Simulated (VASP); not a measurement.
# Al (a cell with a defect) in VASP: single point with PBEsol

Aim: the single point of Al (a cell with a defect) with PBEsol.

All numbers are computed with VASP 6.6.1; they aren't measurements. Logs are shortened: lines on timing, memory, paths and dates and some standing lists are left out, and cuts for length are marked.

## 1. The cell of the first run

The cell holds a defect, 31 atoms: a = 8.100 Å, b = 8.100 Å, c = 8.100 Å, α = 90.00°, β = 90.00°, γ = 90.00°.

## 2. Single point, PBEsol

Input file INCAR:

```
SYSTEM = Al
ALGO = Normal
EDIFF = 1E-7
ENCUT = 520
GGA = PS
ISIF = 2
ISMEAR = 0
LASPH = .True.
LCHARG = .False.
LREAL = Auto
LWAVE = .False.
NBANDS = 68
NELM = 100
PREC = Accurate
SIGMA = 0.05
```

Input file KPOINTS:

```
k-points
0
Gamma
  3 3 3
  0 0 0
```

Input file POSCAR:

```
Al
1.0
    8.1000000000      0.0000000000      0.0000000000
    0.0000000000      8.1000000000      0.0000000000
    0.0000000000      0.0000000000      8.1000000000
Al
31
Direct
    0.5002990123     -0.0024744444      0.0025829630
    0.7494041975      0.2498190123      0.0009508642
    0.7477328395     -0.0024718519      0.2500448148
   -0.0017209877      0.0007839506     -0.0003887654
    0.2483313580      0.2497945679     -0.0068571605
    0.5002637037      0.5020762963      0.0026186420
    0.7479145679      0.7498011111      0.0024003704
    0.2468390123      0.0117279012      0.2438514815
    0.5010569136      0.2497933333      0.2492776543
    0.7477239506      0.5021004938      0.2500467901
    0.5064932099      0.0117295062      0.5035219753
    0.7572072840      0.2498033333      0.5019913580
    0.7507480247      0.0008007407      0.7520481481
   -0.0017113580      0.4988316049     -0.0004014815
    0.2516800000      0.7498074074      0.0037707407
   -0.0050055556      0.2498146914      0.2510109877
    0.2468175309      0.4878741975      0.2438680247
    0.0037316049     -0.0032502469      0.5017560494
    0.2485132099      0.2498107407      0.5018600000
    0.5064998765      0.4878798765      0.5035017284
    0.7465924691      0.7498259259      0.4986667901
    0.2485616049     -0.0032764198      0.7466341975
    0.4993307407      0.2498071605      0.7553604938
    0.7507180247      0.4988187654      0.7520592593
    0.0028269136      0.7498022222      0.2529864198
    0.0036906173      0.5028696296      0.5017811111
    0.3119376543      0.7498041975      0.4384109877
   -0.0007216049      0.2498053086      0.7510641975
    0.2485613580      0.5028722222      0.7466312346
    0.4973475309      0.7497913580      0.7475002469
    0.0013745679      0.7498076543      0.7489514815
```

Potentials or basis: VASP PAW PBE potentials, release 64 (Al).

On the command line:

```bash
$ cat potpaw_PBE.64/Al/POTCAR > POTCAR
$ mpirun -np 1 vasp_std > vasp.out
```

OUTCAR:

```text
SYSTEM = Al
   EDIFF = 1E-7
   ENCUT = 520
   GGA = PS
   ISIF = 2
   ISMEAR = 0
   LASPH = .True.
   LREAL = Auto
   NELM = 100
   PREC = Accurate

 ion  position               nearest neighbor table
   1  0.500  0.998  0.003-   3 2.83   8 2.84   7 2.84  15 2.84   9 2.86  23 2.86  13 2.87   2 2.87
                            30 2.88   5 2.89  22 2.91
   2  0.749  0.250  0.001-  16 2.84  23 2.84   9 2.84  24 2.85  14 2.85   4 2.85  13 2.85  28 2.86
                            10 2.87   3 2.87   6 2.87   1 2.87
   3  0.748  0.998  0.250-   1 2.83  11 2.84   7 2.84  21 2.84   9 2.86  16 2.86   4 2.87   2 2.87
                            25 2.88  12 2.89  18 2.91
   4  0.998  0.001  1.000-   8 2.82  13 2.84  28 2.85   2 2.85   5 2.86  16 2.87   3 2.87   7 2.87
                            31 2.87  22 2.88  25 2.89  15 2.89
   5  0.248  0.250  0.993-   8 2.80  23 2.80  17 2.80  28 2.81   4 2.86  14 2.86  22 2.86  29 2.86
                             6 2.89   1 2.89   9 2.91  16 2.93
   6  0.500  0.502  0.003-  10 2.83  17 2.84   7 2.84  15 2.84   9 2.86  23 2.86  24 2.87   2 2.87
                            30 2.88   5 2.89  29 2.91
   7  0.748  0.750  0.002-   1 2.84  10 2.84   3 2.84   6 2.84  24 2.87  14 2.87   4 2.87  13 2.87
                            30 2.90  25 2.90  31 2.90
   8  0.247  0.012  0.244-  27 2.69   5 2.80  16 2.81   9 2.82   4 2.82   1 2.84  19 2.84  18 2.87
                            15 2.88  25 2.90  11 2.97
   9  0.501  0.250  0.249-   8 2.82  11 2.82  20 2.82  17 2.82   2 2.84   3 2.86   6 2.86   1 2.86
[... 31 lines left out ...]
  25  0.003  0.750  0.253-  18 2.84  26 2.84  15 2.85  21 2.88  10 2.88   3 2.88   4 2.89  14 2.89
                             7 2.90  17 2.90   8 2.90  27 2.92
  26  0.004  0.503  0.502-  29 2.80  31 2.83  25 2.84  19 2.85  12 2.86  17 2.87  28 2.88  24 2.88
                            16 2.89  21 2.89  10 2.91  27 3.24
  27  0.312  0.750  0.438-  17 2.69   8 2.69  20 2.69  11 2.69  30 2.92  25 2.92  18 3.24  22 3.24
                            29 3.24  26 3.24
  28  0.999  0.250  0.751-   5 2.81  12 2.81  13 2.85  14 2.85   4 2.85  24 2.85  19 2.85   2 2.86
                            26 2.88  29 2.88  18 2.88  22 2.88
  29  0.249  0.503  0.747-  26 2.80  31 2.83  30 2.84  19 2.85   5 2.86  20 2.87  28 2.88  14 2.88
                            23 2.89  15 2.89   6 2.91  27 3.24
  30  0.497  0.750  0.748-  29 2.84  22 2.84  21 2.85  15 2.88   1 2.88   6 2.88  24 2.89  13 2.89
                             7 2.90  20 2.90  11 2.90  27 2.92
  31  0.001  0.750  0.749-  22 2.83  26 2.83  29 2.83  18 2.83  13 2.87  14 2.87   4 2.87  24 2.87
                            21 2.89  15 2.89   7 2.90

  LATTYP: Found a simple cubic cell.
 ALAT       =     8.1000000000

  Lattice vectors:

 A1 = (   8.1000000000,   0.0000000000,   0.0000000000)
 A2 = (   0.0000000000,   8.1000000000,   0.0000000000)
 A3 = (   0.0000000000,   0.0000000000,   8.1000000000)

Analysis of symmetry for initial positions (statically):
=====================================================================
 Subroutine PRICEL returns:
 Original cell was already a primitive cell.

 Routine SETGRP: Setting up the symmetry group for a
 simple cubic supercell.

 Subroutine GETGRP returns: Found  1 space group operations
 (whereof  1 operations were pure point group operations)
 out of a pool of 48 trial point group operations.

The static configuration has the point symmetry C_1 .

Analysis of symmetry for dynamics (positions and initial velocities):
=====================================================================
 Subroutine PRICEL returns:
 Original cell was already a primitive cell.

 Routine SETGRP: Setting up the symmetry group for a
 simple cubic supercell.

 Subroutine GETGRP returns: Found  1 space group operations
 (whereof  1 operations were pure point group operations)
 out of a pool of 48 trial point group operations.

The dynamic configuration has the point symmetry C_1 .

 Subroutine INISYM returns: Found  1 space group operations
 (whereof  1 operations are pure point group operations),
 and found     1 'primitive' translations

----------------------------------------------------------------------------------------

                                     Primitive cell

  volume of cell :     531.4410

  direct lattice vectors                    reciprocal lattice vectors
     8.100000000  0.000000000  0.000000000     0.123456790  0.000000000  0.000000000
     0.000000000  8.100000000  0.000000000     0.000000000  0.123456790  0.000000000
     0.000000000  0.000000000  8.100000000     0.000000000  0.000000000  0.123456790

  length of vectors
     8.100000000  8.100000000  8.100000000     0.123456790  0.123456790  0.123456790

  position of ions in fractional coordinates (direct lattice)
[... 81 lines left out ...]
  Length of vectors
     0.041152263  0.041152263  0.041152263

  Shift w.r.t. Gamma in fractional coordinates (k-lattice)
     0.000000000  0.000000000  0.000000000

 Subroutine IBZKPT returns following result:
 ===========================================

 Found     14 irreducible k-points:

 Following reciprocal coordinates:
            Coordinates               Weight
  0.000000  0.000000  0.000000      1.000000
  0.333333  0.000000  0.000000      2.000000
  0.000000  0.333333  0.000000      2.000000
  0.000000  0.000000  0.333333      2.000000
  0.333333  0.333333  0.000000      2.000000
  0.000000  0.333333  0.333333      2.000000
  0.333333  0.000000  0.333333      2.000000
 -0.333333  0.333333  0.000000      2.000000
 -0.333333  0.000000  0.333333      2.000000
  0.000000 -0.333333  0.333333      2.000000
  0.333333  0.333333  0.333333      2.000000
 -0.333333  0.333333  0.333333      2.000000
 -0.333333 -0.333333  0.333333      2.000000
  0.333333 -0.333333  0.333333      2.000000
   k-points           NKPTS =     14   k-points in BZ     NKDIM =     14   number of bands    NBANDS=     68
   number of dos      NEDOS =    301   number of ions     NIONS =     31
   total plane-waves  NPLWV = 216000
   dimension x,y,z NGX =    60 NGY =   60 NGZ =   60
   dimension x,y,z NGXF=   120 NGYF=  120 NGZF=  120
   ions per type =              31
   NGX,Y,Z   is equivalent  to a cutoff of  12.31, 12.31, 12.31 a.u.
   NGXF,Y,Z  is equivalent  to a cutoff of  24.63, 24.63, 24.63 a.u.
 SYSTEM =  Al
   PREC   = accura    normal or accurate (medium, high low for compatibility)
   ISTART =      0    job   : 0-new  1-cont  2-samecut
   ICHARG =      2    charge: 1-file 2-atom 10-const
   ISPIN  =      1    spin polarized calculation?
   LNONCOLLINEAR =      F non collinear calculations
   LSORBIT =      F    spin-orbit coupling
   LASPH  =      T    aspherical Exc in radial PAW
   ENCUT  =  520.0 eV  38.22 Ry    6.18 a.u.  15.06 15.06 15.06*2*pi/ulx,y,z
   NELM   =    100;   NELMIN=  2; NELMDL= -5     # of ELM steps
   EDIFF  = 0.1E-06   stopping-criterion for ELM
   LREAL  =      T    real-space projection
   EDIFFG = 0.1E-05   stopping-criterion for IOM
   NSW    =      0    number of steps for IOM
   IBRION =     -1    ionic relax: 0-MD 1-quasi-New 2-CG
   NFREE  =      0    steps in history (QN), initial steepest desc. (CG)
   ISIF   =      2    stress and relaxation
   ISYM   =      2    0-nonsym 1-usesym 2-fastsym
   POTIM  = 0.5000    time-step for ionic-motion
   TEBEG  =    0.0;   TEEND  =   0.0 temperature during run
   PSTRESS=    0.0 pullay stress
   NELECT =      93.0000    total number of electrons
   NUPDOWN=      -1.0000    fix difference up-down
   EMIN   =  10.00;   EMAX   =-10.00  energy-range for DOS
   EFERMI =   0.00;   METHOD = LEGACY
   ISMEAR =     0;   SIGMA  =   0.05  broadening in eV -4-tet -1-fermi 0-gaus
   EFERMI_NEDOS =   21; number of points for ismear=-14 and -15
   IALGO  =     38    algorithm
   IMIX   =      4    mixing-type and parameters
     AMIX     =   0.40;   BMIX     =  1.00
     AMIX_MAG =   1.60;   BMIX_MAG =  1.00
  volume/ion in A,a.u.               =      17.14       115.69
  Fermi-wavevector in a.u.,A,eV,Ry     =   0.915695  1.730412 11.408446  0.838497
  Thomas-Fermi vector in A             =   2.040466
   LORBIT       =      0    0 simple, 1 ext, 2 COOP (PROOUT), +10 PAW based schemes
   GGA     = PS    functional components
   LHFCALC =     F    Hartree Fock is set to
   AEXX    =    0.0000 exact exchange contribution
   IVDW    =     0    specifies the selected vdW correction
   LEPSILON=     F    determine dielectric tensor
   LRPA    =     F    only Hartree local field effects (RPA)
 non-spin polarized calculation
 Gauss-broadening in eV      SIGMA  =   0.05
  energy-cutoff  :      520.00
  volume of cell :      531.44
 maximum number of plane-waves:     14358
   NGX = 31   NGY = 31   NGZ = 31

 number of electron      93.0000000 magnetization

 Free energy of the ion-electron system (eV)
  ---------------------------------------------------
  ext. energy  EPLUGINS =         0.00000000
  ---------------------------------------------------
  free energy    TOTEN  =      -126.10881811 eV

  energy without entropy =     -126.09661344  energy(sigma->0) =     -126.10271578

 E-fermi :   7.4050     XC(G=0): -10.0932

 val. band max:        7.3743988025   @ k =   0.3333   0.3333   0.3333
 cond. band min:       7.4272314287   @ k =  -0.3333  -0.3333   0.3333
 fundamental gap:      0.0528326262
 Fermi energy:         7.4050365287

 k-point     1 :       0.0000    0.0000    0.0000
  band No.  band energies     occupation
      1      -3.4130      2.00000
      2      -1.3033      2.00000
      3      -1.2741      2.00000
      4      -1.2204      2.00000
      5      -1.2134      2.00000
      6      -1.1042      2.00000
[... 843 lines left out ...]
     57       9.2082      0.00000
     58       9.4148      0.00000
 [bands above 58 left out]

------------------------ aborting loop because EDIFF is reached ----------------------------------------

  FORCE on cell =-STRESS in cart. coord.  units (eV):
  Direction    XX          YY          ZZ          XY          YZ          ZX
  --------------------------------------------------------------------------------------
  -------------------------------------------------------------------------------------
  Total       -8.3153154     -5.6154771     -8.3108521     -0.0014574     -0.0006413      0.0279944
  in kB      -25.0688408    -16.9294243    -25.0553851     -0.0043939     -0.0019334      0.0843969
  external PRESSURE =     -22.3512167 kB  Pullay stress =       0.0000000 kB

 VOLUME and BASIS-vectors are now :
 -----------------------------------------------------------------------------
  energy-cutoff  :      520.00
  volume of cell :      531.44
      direct lattice vectors                 reciprocal lattice vectors
     8.100000000  0.000000000  0.000000000     0.123456790  0.000000000  0.000000000
     0.000000000  8.100000000  0.000000000     0.000000000  0.123456790  0.000000000
     0.000000000  0.000000000  8.100000000     0.000000000  0.000000000  0.123456790

 POSITION                                       TOTAL-FORCE (eV/Angst)
 -----------------------------------------------------------------------------------
      4.05242      8.07996      0.02092         0.001945     -0.024718     -0.015117
      6.07017      2.02353      0.00770         0.002895     -0.001151     -0.000306
      6.05664      8.07998      2.02536         0.013799     -0.025006     -0.003194
      8.08606      0.00635      8.09685         0.009455      0.000956     -0.012466
      2.01148      2.02334      8.04446        -0.003285      0.000286     -0.030353
      4.05214      4.06682      0.02121         0.003392      0.025588     -0.015452
[... 23 lines left out ...]
      4.02852      6.07331      6.05475         0.026634      0.000747     -0.016928
      0.01113      6.07344      6.06651         0.015199     -0.000550     -0.013557
 -----------------------------------------------------------------------------------
    total drift:                               -0.023640     -0.013371      0.021540

  FREE ENERGIE OF THE ION-ELECTRON SYSTEM (eV)
  ---------------------------------------------------
  free  energy   TOTEN  =      -126.1088181140 eV

  energy  without entropy=     -126.0966134399  energy(sigma->0) =     -126.10271578
```

Run time: 17 min. Hardware: 1 thread of Oxide Virtual Turin-like, shared host; peak memory 0.59 GiB.

Results:

- Free energy: -126.1088 eV
- Pressure: -2.2 GPa
- Largest force: 0.723 eV/Å
- Band gap on the k mesh: zero (an odd number of electrons rules out a gap without spin polarisation)

Forces in eV/Å, atoms in the order of the input:
```
Al   0.002 -0.025 -0.015
Al   0.003 -0.001  0.000
Al   0.014 -0.025 -0.003
Al   0.009  0.001 -0.012
Al  -0.003  0.000 -0.030
Al   0.003  0.026 -0.015
Al   0.010  0.000 -0.009
Al   0.049 -0.010 -0.014
Al   0.033 -0.002 -0.031
Al   0.015  0.025 -0.003
Al   0.014 -0.010 -0.048
Al   0.030 -0.001  0.002
Al   0.013  0.000 -0.011
Al   0.011 -0.001 -0.012
Al   0.004  0.001 -0.007
Al   0.023  0.001 -0.021
Al   0.049  0.010 -0.014
Al   0.031 -0.033 -0.022
Al   0.002  0.000 -0.003
Al   0.015  0.009 -0.047
Al   0.006  0.000 -0.002
Al   0.019 -0.033 -0.032
Al   0.021  0.000 -0.024
Al   0.013 -0.001 -0.012
Al   0.015  0.001 -0.027
Al   0.032  0.035 -0.021
Al  -0.512  0.001  0.510
Al   0.016 -0.002 -0.014
Al   0.021  0.036 -0.032
Al   0.027  0.001 -0.017
Al   0.015 -0.001 -0.014
```

Levels at points of the mesh, in eV from the Fermi level:
| k point | band 45 | band 46 | band 47 | band 48 | band 49 | band 50 |
| --- | --- | --- | --- | --- | --- | --- |
| (0.00, 0.00, 0.00) | -0.25 | 0.30 | 0.44 | 0.47 | 0.53 | 0.55 |

Caveat: the PAW data sets were made with another functional, which shifts forces and pressure a little.

The gap in the log of VASP goes by the Fermi energy; the results here count the filled bands.